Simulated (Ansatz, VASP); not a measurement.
**ZnCu: VASP beside Ansatz**

INCAR

```
SYSTEM = ZnCu
ALGO     = Normal         ! electronic algorithm
EDIFF    = 1E-6           ! SCF threshold, eV
ENCUT    = 520            ! plane-wave cutoff, eV
GGA      = PE             ! functional
GGA_COMPAT= .FALSE.      
ISIF     = 2              ! what is computed and relaxed
ISMEAR   = -1             ! smearing method
LASPH    = .TRUE.         ! aspherical terms in the spheres
LCHARG   = .TRUE.         ! write CHGCAR
LMAXMIX  = 4              ! l up to which the mixer works
LNONCOLLINEAR= .TRUE.         ! non-collinear magnetism
LORBIT   = 11             ! projections on sites
LORBMOM  = .TRUE.       
LREAL    = .FALSE.        ! projectors in reciprocal space
LSORBIT  = .TRUE.         ! spin-orbit coupling
LVHAR    = .TRUE.       
LWAVE    = .FALSE.        ! write WAVECAR
MAGMOM   = 0 0 0 0 0 0    ! initial moments
NBANDS   = 35             ! bands
NELM     = 150            ! most SCF steps
PREC     = Accurate       ! precision mode
SIGMA    = 0.05           ! smearing width, eV
```

Contents of KPOINTS:

```
k-points
0
G
  14 14 14
  0 0 0
```

POSCAR

```
ZnCu
1.0
    2.9450000000      0.0000000000      0.0000000000
    0.0000000000      2.9450000000      0.0000000000
    0.0000000000      0.0000000000      2.9450000000
Zn Cu
1 1
Direct
    0.5000000000      0.5000000000      0.5000000000
    0.0000000000      0.0000000000      0.0000000000
```

Input for Ansatz:

```yaml
crystal:
  lattice:
    - [2.945, 0.0, 0.0]
    - [0.0, 2.945, 0.0]
    - [0.0, 0.0, 2.945]
  atoms:
    - { symbol: Zn, position: [0.5, 0.5, 0.5] }
    - { symbol: Cu, position: [0.0, 0.0, 0.0] }
kpoints:
  mp_grid: { grid: [14, 14, 14] }
  band_path:
    path:
      - [0.0, 0.0, 0.0]
      - [0.0, 0.5, 0.0]
      - [0.5, 0.5, 0.0]
      - [0.0, 0.0, 0.0]
      - [0.5, 0.5, 0.5]
      - [0.0, 0.5, 0.0]
      - [0.5, 0.5, 0.5]
      - [0.5, 0.5, 0.0]
    npoints: 5
scf:
  occupations: { method: fermi_dirac, width: 0.05 }
hamiltonian:
  xc: pbe
  pseudopotentials: { kind: all_electron, lapw: { basis_error: 0.0005 } }
output:
  forces: true
  stress: true
  eigenvalues: true
magnetization:
  noncollinear: true
  spin_orbit: true
```

Alike in both runs: task single point; functional PBE; k mesh 14 × 14 × 14; occupations fermi-dirac, width 0.05 eV; non-collinear spin, spin-orbit coupling.

```csv
,VASP,Ansatz
version,VASP 6.6.1,Ansatz 0.2.0
potentials or method,"VASP PAW PBE potentials, release 64 (Zn, Cu), cutoff 520 eV",all-electron LAPW
```

Ansatz gave:

```
pressure (GPa)           : 2.2
net moment per atom (μB) : 0.00
```

Task: Which values does VASP return?

Result: Pressure (GPa): 2.8; net moment per atom (μB): 0.00.

Ansatz ran all-electron here, and VASP with PAW potentials.
